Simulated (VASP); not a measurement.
Write the native input for VASP 6.6.1 that does the following.

- Task: single point
- Functional: PBE
- Potentials or basis: VASP PAW PBE potentials, release 64 (Cd, Te)
- Cutoff: 520 eV
- k mesh: 3 × 3 × 3
- Occupations: gaussian, width 0.01 eV
- Spin: no spin polarisation
- Dipole correction: no
- Further INCAR settings: ALGO = Normal; EDIFF = 1e-06; NBANDS = 16

The structure of CdTe lies in POSCAR:

```
CdTe
1.0
    0.0000000000      3.2050000000      3.2050000000
    3.2050000000      0.0000000000      3.2050000000
    3.2050000000      3.2050000000      0.0000000000
Cd Te
1 1
Direct
    0.0000000000      0.0000000000      0.0000000000
    0.2500000000      0.2500000000      0.2500000000
```

These files were run (other wordings do the same):

INCAR

```
SYSTEM = CdTe
ALGO = Normal ; EDIFF = 1E-6
ENCUT = 520 ; GGA = PE
ISIF = 2 ; ISMEAR = 0
LASPH = .TRUE. ; LCHARG = .FALSE.
LREAL = .FALSE. ; LWAVE = .FALSE.
NBANDS = 16 ; NELM = 100
PREC = Accurate ; SIGMA = 0.01
```

KPOINTS

```
k-points
0
G
  3 3 3
  0 0 0
```

Potentials or basis: VASP PAW PBE potentials, release 64 (Cd, Te).

Launch:

```sh
$ cat potpaw_PBE.64/Cd/POTCAR potpaw_PBE.64/Te/POTCAR > POTCAR
$ mpirun -np 1 vasp_std > vasp.out
```

Results of the run:

```yaml
Pressure: 5.3 GPa
Band_gap_on_the_k_mesh: 0.84 eV, direct
```

Caveat: the k points lie up to 0.57 Å⁻¹ apart; spin-orbit coupling is left out, which moves the levels of the heavy elements.

Wall time 5.6 s on 1 thread of Intel Xeon 6975P-C, on a shared host, peak memory 0.2 GiB.
